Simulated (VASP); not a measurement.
Here is a VASP 6.6.1 calculation.

The input POSCAR:

```
Tc
1.0
    0.0000000000      1.9255354089      1.9255354089
    1.9255354089      0.0000000000      1.9255354089
    1.9255354089      1.9255354089      0.0000000000
Tc
1
Direct
    0.0000000000      0.0000000000      0.0000000000
```

INCAR.step1

```
  PREC = Accurate
  ENCUT = 520
  ISMEAR = -1
  SIGMA = 0.05
  LREAL = False
  LASPH = True
  NELM = 100
  NBANDS = 12
  GGA = PE
  ALGO = Normal
  EDIFF = 1E-4
  LWAVE = True
  LCHARG = False
```

File INCAR.step2:

```
  PREC = Accurate
  ENCUT = 520
  EDIFF = 1E-6
  ISMEAR = -1
  SIGMA = 0.05
  LREAL = False
  LASPH = True
  NELM = 100
  ALGO = Normal
  ISIF = 2
  LWAVE = False
  LCHARG = False
  METAGGA = R2SCAN
  LMIXTAU = True
  NBANDS = 12
  ISTART = 1
```

File KPOINTS:

```
regular mesh
0
Gamma
  12 12 12
```

Potentials or basis: VASP PAW PBE potentials, release 64 (Tc_pv).

Launch:

```console
$ cat potpaw_PBE.64/Tc_pv/POTCAR > POTCAR
$ cp INCAR.step1 INCAR
$ mpirun -np 1 vasp_std > vasp.out
$ cp INCAR.step2 INCAR
$ mpirun -np 1 vasp_std > vasp.out
```

(1) Estimate the pressure.

Results:

(1) 0.5 GPa.

Caveat: the PAW data sets were made with another functional, which shifts forces and pressure a little.
